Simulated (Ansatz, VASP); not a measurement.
## One calculation of PbS, two programs

```
CELL_PARAMETERS angstrom
5.02592 0.00000 0.00000
-2.51296 4.35257 0.00000
0.00000 0.00000 6.03812
ATOMIC_POSITIONS crystal
Pb 0.33333 0.66667 0.25000
Pb 0.66667 0.33333 0.75000
S 0.66667 0.33333 0.25000
S 0.33333 0.66667 0.75000
```

Alike in both runs: task single point; functional PBE; k mesh 6 × 6 × 4; no spin polarisation.

```csv
,VASP,Ansatz
version,VASP 6.6.1,Ansatz 0.2.0
potentials or method,"VASP PAW PBE potentials, release 64 (Pb_d, S)","plane waves, PAW"
plane-wave cutoff (eV),520,420
occupations,"gaussian, width 0.01 eV",fixed
valence electrons in the cell,40,40
```

VASP gave:

- gap on the k mesh at the Fermi level (eV): 1.45
- pressure (GPa): -0.1

What did Ansatz give for the same quantities?

gap on the k mesh at the Fermi level (eV): 1.44; pressure (GPa): 0.0.

Spin-orbit coupling is off throughout.
